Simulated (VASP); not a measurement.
## Ru: relaxation of cell and atoms with PBE

The system is Ru.

```
Ru
1.0
     2.67930    0.00000    0.00000
    -1.33965    2.32034    0.00000
     0.00000    0.00000    4.23718
Ru
2
Direct
  0.33333 0.66667 0.25000
  0.66667 0.33333 0.75000
```

```json
{
  "Program": "VASP 6.6.1",
  "Task": "relaxation of cell and atoms",
  "Functional": "PBE",
  "Potentials or basis": "VASP PAW PBE potentials, release 64 (Ru_pv)",
  "Cutoff": "600 eV",
  "k mesh": "18 × 18 × 10",
  "Occupations": "gaussian, width 0.1 eV",
  "Spin": "no spin polarisation",
  "Target pressure": "15 GPa",
  "Dipole correction": "no",
  "Further INCAR settings": "ALGO = Fast; EDIFF = 1e-06; IBRION = 2; EDIFFG = -0.008; NSW = 70; ISIF = 3"
}
```

```json
{
 "Relaxed volume": "13.18 Å³/atom",
 "Relaxed cell": "a = 2.679 Å, b = 2.679 Å, c = 4.240 Å, α = 90.00°, β = 90.00°, γ = 120.00°",
 "Space group after relaxing (to 0.1 Å)": "P6_3/mmc (No. 194)",
 "Energy change on relaxing (the run minimises the enthalpy)": "-0.7 meV/atom",
 "Ionic steps": "8",
 "Pressure after relaxing": "15.1 GPa",
 "Band gap on the k mesh": "zero (bands 14 and 15 overlap by 3.27 eV)"
}
```

The path:
| step | energy change (eV) | largest force (eV/Å) | pressure (GPa) | volume (Å³) |
| --- | --- | --- | --- | --- |
| 1 | 0.0000 | 0.0000 | 15.20 | 26.34 |
| 2 | -0.0058 | 0.0000 | 14.22 | 26.41 |
| 3 | -0.0019 | 0.0000 | 14.89 | 26.36 |
| 4 | -0.0017 | 0.0000 | 14.94 | 26.36 |
| 5 | -0.0018 | 0.0000 | 14.94 | 26.36 |
| 6 | -0.0018 | 0.0000 | 14.94 | 26.36 |
| 7 | -0.0007 | 0.0000 | 15.17 | 26.35 |
| 8 | -0.0014 | 0.0000 | 15.06 | 26.36 |

Final structure:
```xyz
2
Lattice="2.6791 0.0000 0.0000 -1.3395 2.3201 0.0000 0.0000 0.0000 4.2403" Properties=species:S:1:pos:R:3 pbc="T T T"
Ru    0.0000    1.5468    1.0601
Ru    1.3395    0.7734    3.1802
```

Levels at points of the mesh, in eV from the Fermi level:
```
           k point  band 11  band 12  band 13  band 14  band 15  band 16  band 17  band 18
(0.00, 0.00, 0.00)    -2.52    -1.99    -1.99    -1.44    -1.44     1.24     1.24     1.33
(0.50, 0.00, 0.00)    -2.15    -1.83    -1.57     1.51     1.95     2.02     4.24     6.36
(0.00, 0.00, 0.50)    -2.88    -2.88    -2.80    -2.80     0.58     0.58     0.58     0.58
(0.50, 0.00, 0.50)    -1.10    -1.10     0.48     0.48     1.78     1.78     3.52     3.52
```

Run time: 2.2 min on 1 thread of Intel(R) Xeon(R) 6975P-C (Granite Rapids), with other jobs on the host, peak memory 0.23 GiB.

Caveat: the cell is relaxed towards a set pressure, so the run minimises the enthalpy, not the energy.
